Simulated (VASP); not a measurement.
# CuSi16 (a cell with a defect) in VASP: single point with PBE

Aim: the single point of CuSi16 (a cell with a defect) with PBE.

Everything below comes from runs of VASP 6.6.1. Logs are shortened: lines on timing, memory, paths and dates and some standing lists are left out, and cuts for length are marked.

## Step 1: The cell of the first run

The cell holds a defect, 17 atoms: a = 7.679 Å, b = 7.679 Å, c = 7.679 Å, α = 60.00°, β = 60.00°, γ = 60.00°.

## Step 2: Single point, PBE

Contents of INCAR:

```
ALGO = Normal
EDIFF = 1E-6
ENCUT = 520
GGA = PE
ISIF = 2
ISMEAR = 0
LASPH = T
LCHARG = T
LELF = T
LREAL = Auto
LVHAR = T
LWAVE = F
NBANDS = 52
NELECT = 74.0
NELM = 80
PREC = Accurate
SIGMA = 0.05
```

Contents of KPOINTS:

```
k-points
0
Gamma
  2 2 2
```

Contents of POSCAR:

```
CuSi16
1.0
    0.0000000000      5.4300000000      5.4300000000
    5.4300000000      0.0000000000      5.4300000000
    5.4300000000      5.4300000000      0.0000000000
Si Cu
16 1
Direct
    0.0113989871     -0.0026566298     -0.0060816759
    0.1266622468      0.1159909761      0.1332631676
    0.0046506446     -0.0199920810      0.5043537753
    0.1389268877      0.1191384899      0.6224506446
   -0.0143033149      0.4892335175      0.0357281768
    0.1266554328      0.6241502762      0.1331215470
    0.0043350829      0.5111649171      0.5041601289
    0.1174418969      0.6092411602      0.6636534991
    0.4981011050      0.0010508287     -0.0079806630
    0.6391252302      0.1358651934      0.0894016575
    0.5074410681      0.0158322284      0.4614795580
    0.6205268877      0.1138163904      0.6210274401
    0.4980939227      0.5090517495     -0.0081303867
    0.6133846225      0.6278581031      0.1310236648
    0.4857958564      0.5061744936      0.5024267956
    0.6202155617      0.6450785451      0.6208080110
    0.8121306630      0.3125706262      0.5627398711
```

Potentials or basis: VASP PAW PBE potentials, release 64 (Si, Cu).

Started as:

```bash
cat potpaw_PBE.64/Si/POTCAR potpaw_PBE.64/Cu/POTCAR > POTCAR
mpirun -np 1 vasp_std > vasp.out
```

OUTCAR:

```text
EDIFF = 1E-6
   ENCUT = 520
   GGA = PE
   ISIF = 2
   ISMEAR = 0
   LASPH = T
   LREAL = Auto
   NELECT = 74.0
   NELM = 80
   PREC = Accurate

 ion  position               nearest neighbor table
   1  0.011  0.997  0.994-   4 2.33  10 2.34   6 2.34   2 2.34
   2  0.127  0.116  0.133-   3 2.33   9 2.33   1 2.34   5 2.35
   3  0.005  0.980  0.504-   2 2.33   8 2.34  17 2.37  12 2.41   4 2.46
   4  0.139  0.119  0.622-  11 2.32   1 2.33  17 2.34   3 2.46   7 2.46
   5  0.986  0.489  0.036-   8 2.33  14 2.34   2 2.35   6 2.35
   6  0.127  0.624  0.133-   7 2.33  13 2.33   1 2.34   5 2.35
   7  0.004  0.511  0.504-   6 2.33   8 2.34  17 2.37  16 2.41   4 2.46
   8  0.117  0.609  0.664-  15 2.32   5 2.33   7 2.34   3 2.34
   9  0.498  0.001  0.992-  12 2.33   2 2.33  14 2.34  10 2.35
  10  0.639  0.136  0.089-  11 2.33   1 2.34  13 2.35   9 2.35
  11  0.507  0.016  0.461-   4 2.32  10 2.33  12 2.34  16 2.34
  12  0.621  0.114  0.621-   9 2.33  11 2.34  17 2.37   3 2.41  15 2.46
  13  0.498  0.509  0.992-  16 2.33   6 2.33  14 2.34  10 2.35
  14  0.613  0.628  0.131-  15 2.33   9 2.34   5 2.34  13 2.34
  15  0.486  0.506  0.502-   8 2.32  14 2.33  17 2.33  16 2.46  12 2.46
  16  0.620  0.645  0.621-  13 2.33  11 2.34  17 2.37   7 2.41  15 2.46
  17  0.812  0.313  0.563-  15 2.33   4 2.34  12 2.37   7 2.37  16 2.37   3 2.37

  LATTYP: Found a face centered cubic cell.
 ALAT       =    10.8600000000

  Lattice vectors:

 A1 = (   0.0000000000,   5.4300000000,   5.4300000000)
 A2 = (   5.4300000000,   0.0000000000,   5.4300000000)
 A3 = (   5.4300000000,   5.4300000000,   0.0000000000)

Analysis of symmetry for initial positions (statically):
=====================================================================
 Subroutine PRICEL returns:
 Original cell was already a primitive cell.

 Routine SETGRP: Setting up the symmetry group for a
 face centered cubic supercell.

 Subroutine GETGRP returns: Found  1 space group operations
 (whereof  1 operations were pure point group operations)
 out of a pool of 48 trial point group operations.

The static configuration has the point symmetry C_1 .

Analysis of symmetry for dynamics (positions and initial velocities):
=====================================================================
 Subroutine PRICEL returns:
 Original cell was already a primitive cell.

 Routine SETGRP: Setting up the symmetry group for a
 face centered cubic supercell.

 Subroutine GETGRP returns: Found  1 space group operations
 (whereof  1 operations were pure point group operations)
 out of a pool of 48 trial point group operations.

[... 121 lines left out ...]
   POTIM  = 0.5000    time-step for ionic-motion
   TEBEG  =    0.0;   TEEND  =   0.0 temperature during run
   PSTRESS=    0.0 pullay stress
   NELECT =      74.0000    total number of electrons
   NUPDOWN=      -1.0000    fix difference up-down
   EMIN   =  10.00;   EMAX   =-10.00  energy-range for DOS
   EFERMI =   0.00;   METHOD = LEGACY
   ISMEAR =     0;   SIGMA  =   0.05  broadening in eV -4-tet -1-fermi 0-gaus
   EFERMI_NEDOS =   21; number of points for ismear=-14 and -15
   IALGO  =     38    algorithm
   IMIX   =      4    mixing-type and parameters
     AMIX     =   0.40;   BMIX     =  1.00
     AMIX_MAG =   1.60;   BMIX_MAG =  1.00
  volume/ion in A,a.u.               =      18.84       127.11
  Fermi-wavevector in a.u.,A,eV,Ry     =   1.004636  1.898488 13.732283  1.009294
  Thomas-Fermi vector in A             =   2.137265
   LORBIT       =      0    0 simple, 1 ext, 2 COOP (PROOUT), +10 PAW based schemes
   GGA     = PE    functional components
   LHFCALC =     F    Hartree Fock is set to
   AEXX    =    0.0000 exact exchange contribution
   IVDW    =     0    specifies the selected vdW correction
   LEPSILON=     F    determine dielectric tensor
   LRPA    =     F    only Hartree local field effects (RPA)
 non-spin polarized calculation
 Gauss-broadening in eV      SIGMA  =   0.05
  energy-cutoff  :      520.00
  volume of cell :      320.21
 maximum number of plane-waves:      8646
 NGX is ok and might be reduce to    60
   NGX = 29   NGY = 29   NGZ = 29

 number of electron      73.9999994 magnetization

 Free energy of the ion-electron system (eV)
  ---------------------------------------------------
  ext. energy  EPLUGINS =         0.00000000
  ---------------------------------------------------
  free energy    TOTEN  =       -94.17032469 eV

  energy without entropy =      -94.16971490  energy(sigma->0) =      -94.17001980

 E-fermi :   6.3989     XC(G=0):  -9.6167

 val. band max:        6.3120474334   @ k =   0.0000   0.0000   0.0000
 cond. band min:       6.4781043882   @ k =   0.0000   0.0000   0.0000
 fundamental gap:      0.1660569548
 Fermi energy:         6.3989371919

 k-point     1 :       0.0000    0.0000    0.0000
  band No.  band energies     occupation
      1      -5.8997      2.00000
      2      -3.5541      2.00000
      3      -3.5166      2.00000
      4      -3.4848      2.00000
      5      -3.4708      2.00000
      6      -1.9431      2.00000
[... 405 lines left out ...]
     48      10.4053      0.00000
     49      10.4693      0.00000
 [bands above 49 left out]

------------------------ aborting loop because EDIFF is reached ----------------------------------------

  FORCE on cell =-STRESS in cart. coord.  units (eV):
  Direction    XX          YY          ZZ          XY          YZ          ZX
  --------------------------------------------------------------------------------------
  -------------------------------------------------------------------------------------
  Total       -1.2757260     -0.9013085     -1.2596590      0.0722359     -0.0593848     -1.1756468
  in kB       -6.3832008     -4.5097719     -6.3028081      0.3614382     -0.2971366     -5.8824464
  external PRESSURE =      -5.7319269 kB  Pullay stress =       0.0000000 kB

 VOLUME and BASIS-vectors are now :
 -----------------------------------------------------------------------------
  energy-cutoff  :      520.00
  volume of cell :      320.21
      direct lattice vectors                 reciprocal lattice vectors
     0.000000000  5.430000000  5.430000000    -0.092081031  0.092081031  0.092081031
     5.430000000  0.000000000  5.430000000     0.092081031 -0.092081031  0.092081031
     5.430000000  5.430000000  0.000000000     0.092081031  0.092081031 -0.092081031

 POSITION                                       TOTAL-FORCE (eV/Angst)
 -----------------------------------------------------------------------------------
     10.81255      5.45887      5.47747         0.000222      0.000664      0.001510
      1.35345      1.41140      1.31761         0.000860     -0.001684      0.000661
      8.06008      2.76389      5.34670        -0.007481     -0.002380     -0.011777
      4.02683      4.13428      1.40130         0.000839      0.008498      0.012660
      2.85054      5.54634      8.00887        -0.001292     -0.002515      0.002699
      4.11199      1.41059      4.07687        -0.002527     -0.001954     -0.002310
[... 9 lines left out ...]
      6.87376      6.73876      6.87055         0.005342     -0.001192      0.009249
      4.75294      7.46555      6.10713        -0.001103      0.005572      0.002677
 -----------------------------------------------------------------------------------
    total drift:                               -0.001173      0.008706      0.001115

  FREE ENERGIE OF THE ION-ELECTRON SYSTEM (eV)
  ---------------------------------------------------
  free  energy   TOTEN  =       -94.1703246925 eV

  energy  without entropy=      -94.1697149024  energy(sigma->0) =      -94.17001980
```

stdout:

```text
POSCAR found type information on POSCAR SiCu
 POSCAR found :  2 types and      17 ions
 scaLAPACK will be used
 LDA part: xc-table for (Slater+PW92), standard interpolation
 POSCAR, INCAR and KPOINTS ok, starting setup
 FFT: planning ... GRIDC
 FFT: planning ... GRID_SOFT
 FFT: planning ... GRID
 WAVECAR not read
 entering main loop
 the old and the new charge density differ
 old charge density:    75.00000 new   74.00000
    0.213E+01
```

Wall time 3.2 min (1 thread of Intel Xeon 6975P-C (Granite Rapids), shared host); peak memory 0.49 GiB.

Results:

```yaml
Free_energy: -94.1703 eV
Largest_force: 0.015 eV/Å
```

Forces on the atoms (eV/Å):
```
Si   0.000  0.001  0.002
Si   0.001 -0.002  0.001
Si  -0.007 -0.002 -0.012
Si   0.001  0.008  0.013
Si  -0.001 -0.003  0.003
Si  -0.003 -0.002 -0.002
Si   0.006  0.005  0.003
Si   0.000 -0.004  0.004
Si   0.002  0.000 -0.001
Si   0.002  0.001 -0.004
Si   0.001  0.002 -0.006
Si  -0.003 -0.010  0.001
Si   0.003 -0.001  0.000
Si  -0.003  0.002  0.001
Si  -0.003  0.000 -0.014
Si   0.005 -0.001  0.009
Cu  -0.001  0.006  0.003
```

Levels at points of the mesh, in eV from the Fermi level:
```csv
k point,band 34,band 35,band 36,band 37,band 38,band 39,band 40,band 41
"(0.00, 0.00, 0.00)",-1.11,-0.50,-0.09,-0.09,0.08,0.13,0.55,0.59
"(0.50, 0.00, 0.00)",-1.08,-0.97,-0.90,-0.67,0.70,1.04,1.12,1.32
"(0.00, 0.50, 0.00)",-1.08,-0.99,-0.91,-0.73,0.69,1.03,1.09,1.29
"(0.00, 0.00, 0.50)",-0.91,-0.91,-0.59,-0.43,0.59,0.99,1.47,1.48
"(0.50, 0.50, 0.50)",-1.08,-0.99,-0.91,-0.73,0.69,1.03,1.09,1.29
"(0.50, 0.50, 0.00)",-1.67,-1.47,-1.44,-1.16,0.74,0.83,1.89,2.08
"(0.00, 0.50, 0.50)",-1.67,-1.47,-1.44,-1.17,0.74,0.83,1.89,2.08
"(0.50, 0.00, 0.50)",-1.67,-1.48,-1.46,-1.11,0.74,0.81,1.88,2.09
```

Caveat: the k points lie up to 0.50 Å⁻¹ apart; the cell carries a net charge on a neutralising background, which shifts energy and pressure; the cell is charged against a uniform background, so pressure and absolute levels hang on convention.
